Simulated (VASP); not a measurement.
Set up this calculation in VASP 6.6.1, as the native input.

```yaml
Task: single point
Functional: PBEsol
Potentials_or_basis: VASP PAW PBE potentials, release 64 (Ta_pv)
Cutoff: 520 eV
k_mesh: 17 × 17 × 17
Occupations: fermi-dirac, width 0.08 eV
Spin: no spin polarisation
Dipole_correction: no
Further_INCAR_settings: ALGO = Normal; EDIFF = 1e-06; NBANDS = 12
```

The structure of Ta lies in POSCAR:

```
Ta
1.0
   -1.6017416000      1.6512800000      1.6512800000
    1.6512800000     -1.6017416000      1.6512800000
    1.6512800000      1.6512800000     -1.6017416000
Ta
1
Direct
    0.0000000000      0.0000000000      0.0000000000
```

This cell differs from its parent crystal: equal xy, yz and zx shear strains of +3 %.

These files were run (other wordings do the same):

INCAR

```
PREC     = Accurate       # precision mode
ENCUT    = 520            # plane-wave cutoff, eV
EDIFF    = 1E-6           # SCF threshold, eV
ISMEAR   = -1             # smearing method
SIGMA    = 0.08           # smearing width, eV
LREAL    = F              # projectors in reciprocal space
LASPH    = T              # aspherical terms in the spheres
NELM     = 60             # most SCF steps
ALGO     = Normal         # electronic algorithm
ISIF     = 2              # what is computed and relaxed
LWAVE    = F              # write WAVECAR
LCHARG   = F              # write CHGCAR
GGA      = PS             # functional
NBANDS   = 12             # bands
```

KPOINTS

```
regular mesh
0
Gamma
  17 17 17
```

Potentials or basis: VASP PAW PBE potentials, release 64 (Ta_pv).

Run with:

```console
$ cat potpaw_PBE.64/Ta_pv/POTCAR > POTCAR
$ mpirun -np 1 vasp_std > vasp.out
```

Results of the run:

The pressure is -3.3 GPa. The band gap on the k mesh is zero (an odd number of electrons rules out a gap without spin polarisation).

Caveat: the cell differs from its parent crystal (equal xy, yz and zx shear strains of +3 %); the cell stands under tension; the PAW data sets were made with another functional, which shifts forces and pressure a little; spin-orbit coupling is left out, which moves the levels of the heavy elements.

It took 44 s on 1 thread of AMD EPYC 9R45 96-Core Processor (Zen 5), with other jobs on the host, peak memory 0.19 GiB.
